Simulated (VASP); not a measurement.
Here is a VASP 6.6.1 calculation.

The input INCAR:

```
  PREC = Accurate
  ENCUT = 520
  EDIFF = 1E-6
  ISMEAR = 0
  SIGMA = 0.1
  LREAL = F
  LASPH = T
  NELM = 60
  ALGO = Normal
  ISIF = 2
  LWAVE = F
  LCHARG = F
  LDIPOL = T
  IDIPOL = 3
  DIPOL = 0.5 0.5 0.288
  GGA = PE
  NBANDS = 19
```

File KPOINTS:

```
Automatic mesh
0
Gamma
  6 6 1
```

File POSCAR:

```
Li3In
1.0
    4.7055681931      0.0000000000      0.0000000000
   -2.3527840965      4.0751415945      0.0000000000
    0.0000000000      0.0000000000     29.5044554000
Li In
3 1
Direct
    0.0000000000      0.0000000000      0.3425492468
    0.6666666667      0.3333333333      0.2804321452
    0.3333333333      0.6666666667      0.2827922736
    0.0000000000      0.0000000000      0.2465946644
```

Potentials or basis: VASP PAW PBE potentials, release 64 (Li_sv, In_d).

Launch:

```sh
$ cat potpaw_PBE.64/Li_sv/POTCAR potpaw_PBE.64/In_d/POTCAR > POTCAR
$ mpirun -np 1 vasp_std > vasp.out
```

**Question.** Predict the largest force.

**Answer.** 0.021 eV/Å.

**Question.** Estimate the band gap on the k mesh.

**Answer.** Zero (bands 11 and 12 overlap by 0.67 eV).

Forces in eV/Å, atoms in the order of the input:
```
Li   0.000  0.000 -0.014
Li   0.000  0.000  0.004
Li   0.000  0.000 -0.011
In   0.000  0.000  0.021
```

Caveat: spin-orbit coupling is left out, which moves the levels of the heavy elements.
